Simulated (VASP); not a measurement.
CdRe3: relaxation of cell and atoms with LDA

The system is CdRe3.

```
Cd Re
1.0
     4.02250    0.00000    0.00000
     0.00000    4.02250    0.00000
     0.00000    0.00000    4.02250
Cd Re
1 3
Direct
  0.00000 0.00000 0.00000
  0.00000 0.50000 0.50000
  0.50000 0.00000 0.50000
  0.50000 0.50000 0.00000
```

| Quantity | Value |
| --- | --- |
| Program | VASP 6.6.1 |
| Task | relaxation of cell and atoms |
| Functional | LDA |
| Potentials or basis | VASP PAW LDA potentials, release 64 (Cd, Re) |
| Cutoff | 600 eV |
| k mesh | 5 × 5 × 5 |
| Occupations | fermi-dirac, width 0.05 eV |
| Spin | no spin polarisation |
| Dipole correction | no |
| Further INCAR settings | ALGO = Normal; EDIFF = 1e-07; IBRION = 2; EDIFFG = -0.01; NSW = 60; ISIF = 3 |

```json
{
 "Relaxed volume": "15.08 Å³/atom",
 "Relaxed cell": "a = 3.922 Å, b = 3.922 Å, c = 3.922 Å, α = 90.00°, β = 90.00°, γ = 90.00°",
 "Space group after relaxing (to 0.1 Å)": "Pm-3m (No. 221)",
 "Pressure after relaxing": "0.0 GPa",
 "Band gap on the k mesh": "zero (an odd number of electrons rules out a gap without spin polarisation)"
}
```

Final structure:
```cif
data_structure
_symmetry_space_group_name_H-M 'P 1'
_symmetry_Int_Tables_number 1
_cell_length_a 3.9220
_cell_length_b 3.9220
_cell_length_c 3.9220
_cell_angle_alpha 90.000
_cell_angle_beta 90.000
_cell_angle_gamma 90.000
_cell_volume 60.33
loop_
_atom_site_label
_atom_site_type_symbol
_atom_site_fract_x
_atom_site_fract_y
_atom_site_fract_z
_atom_site_occupancy
Cd1 Cd 0.00000 0.00000 0.00000 1
Re1 Re 0.00000 0.50000 0.50000 1
Re2 Re 0.50000 0.00000 0.50000 1
Re3 Re 0.50000 0.50000 0.00000 1
```

Levels at points of the mesh, in eV from the Fermi level:
```
           k point  band 12  band 13  band 14  band 15  band 16  band 17  band 18  band 19  band 20
(0.00, 0.00, 0.00)    -3.87     0.20     0.20     0.20     1.13     1.13     1.13     1.88     1.88
```

Run time: 110 s on 1 thread of Intel Xeon 8259CL, on a shared host, peak memory 0.17 GiB.

Caveat: spin-orbit coupling is left out, which moves the levels of the heavy elements.
